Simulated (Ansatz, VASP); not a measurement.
**One calculation of BN, two programs**

File POSCAR:

```
BN
1.0
    2.5439499996      0.0000000000      0.0000000000
   -1.2719749998      2.2031253256      0.0000000000
    0.0000000000      0.0000000000      4.2078153415
B N
2 2
Direct
    0.3333333333      0.6666666667      0.0002034650
    0.6666666667      0.3333333333      0.5002034650
    0.3333333333      0.6666666667      0.3747965350
    0.6666666667      0.3333333333      0.8747965350
```

INCAR.step1

```
PREC = Accurate
ENCUT = 520
EDIFF = 1E-5
ISMEAR = 0
SIGMA = 0.01
LREAL = F
LASPH = T
NELM = 60
ALGO = Normal
ISIF = 2
LWAVE = T
GGA = PE
NBANDS = 16
```

File INCAR.step2:

```
PREC = Accurate
ENCUT = 520
EDIFF = 1E-6
ISMEAR = 0
SIGMA = 0.01
LREAL = F
LASPH = T
NELM = 60
ALGO = Normal
ISIF = 2
LWAVE = F
LCHARG = T
GGA = PE
LHFCALC = T
HFSCREEN = 0.2079
PRECFOCK = Normal
LELF = T
LVHAR = T
ISTART = 1
NBANDS = 16
```

File KPOINTS:

```
regular mesh
0
Gamma
  9 9 4
```

Input for Ansatz:

```yaml
crystal:
  lattice:
    - [2.5439499996, 0.0, 0.0]
    - [-1.2719749998, 2.2031253256, 0.0]
    - [0.0, 0.0, 4.2078153415]
  atoms:
    - { symbol: B, position: [0.3333333333, 0.6666666667, 0.000203465] }
    - { symbol: B, position: [0.6666666667, 0.3333333333, 0.500203465] }
    - { symbol: "N", position: [0.3333333333, 0.6666666667, 0.374796535] }
    - { symbol: "N", position: [0.6666666667, 0.3333333333, 0.874796535] }
kpoints:
  mp_grid: { grid: [9, 9, 4] }
  band_path:
    path:
      - [0.0, 0.0, 0.0]
      - [0.5, 0.0, 0.0]
      - [0.3333333333, 0.3333333333, 0.0]
      - [0.0, 0.0, 0.5]
      - [0.5, 0.0, 0.5]
      - [0.3333333333, 0.3333333333, 0.5]
      - [0.1, 0.0, 0.0]
    npoints: 1
hamiltonian:
  xc: hse06
scf:
  occupations: { method: fixed }
  n_extra_bands: 5
output:
  forces: true
  stress: true
  eigenvalues: true
  write_density: true
  write_potential: true
  elf: true
  volumetric_format: npy
```

Alike in both runs: task single point; functional HSE06; k mesh 9 × 9 × 4; no spin polarisation.

```csv
,VASP,Ansatz
version,VASP 6.6.1,Ansatz 0.2.0
potentials or method,"VASP PAW PBE potentials, release 64 (B, N)","plane waves, PAW"
plane-wave cutoff (eV),520,420
occupations,"gaussian, width 0.01 eV",fixed
valence electrons in the cell,16,16
```

|  | VASP | Ansatz | Ansatz less VASP |
| --- | --- | --- | --- |
| gap on the k mesh at the Fermi level (eV) | 6.51 | 6.53 | +0.019 |
| pressure (GPa) | -4.0 | -4.5 | -0.50 |
| traceless stress, the component that is largest in VASP (GPa) | -0.40 | -0.36 | +0.035 |
| rms of the force components (eV/Å) | 0.005 | 0.007 | +0.0017 |

Atom by atom the forces differ by 0.002 eV/Å (rms over components). Ansatz's warnings: stress exchange threshold loose, stress scf threshold loose.
